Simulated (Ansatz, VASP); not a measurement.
# One calculation of Si2Mo, two programs

```
Si Mo
1.0
    -1.57980    1.49570    4.04414
     1.49492   -1.47445    4.00078
     1.65196    1.54661   -4.03546
Si Mo
2 1
Direct
  0.24868 0.33868 0.92963
  0.70538 0.68641 0.05212
  0.04594 0.97491 0.01824
```

Change from the starting cell: all atoms moved at random, sigma 0.1 Å a component, cell strained at random, sigma 0.03.

Alike in both runs: task single point; functional PBE; k mesh 14 × 14 × 14; occupations gaussian, width 0.15 eV; no spin polarisation.

```csv
,VASP,Ansatz
version,VASP 6.6.1,Ansatz 0.2.0
potentials or method,"VASP PAW PBE potentials, release 64 (Si, Mo_sv), cutoff 520 eV","scalar-relativistic, plane waves, PAW"
valence electrons in the cell,22,22
```

VASP gave:

* gap on the k mesh at the Fermi level (eV): none
* pressure (GPa): 22.1
* traceless stress, the component that is largest in VASP (GPa): -13.41
* rms of the force components (eV/Å): 1.870

Estimate Ansatz's values.

gap on the k mesh at the Fermi level (eV): none; pressure (GPa): 21.9; traceless stress, the component that is largest in VASP (GPa): -13.38; rms of the force components (eV/Å): 1.867.

Atom by atom the forces differ by 0.012 eV/Å (rms over components). A gap of «none» marks a metal or a gap that the smearing closes.
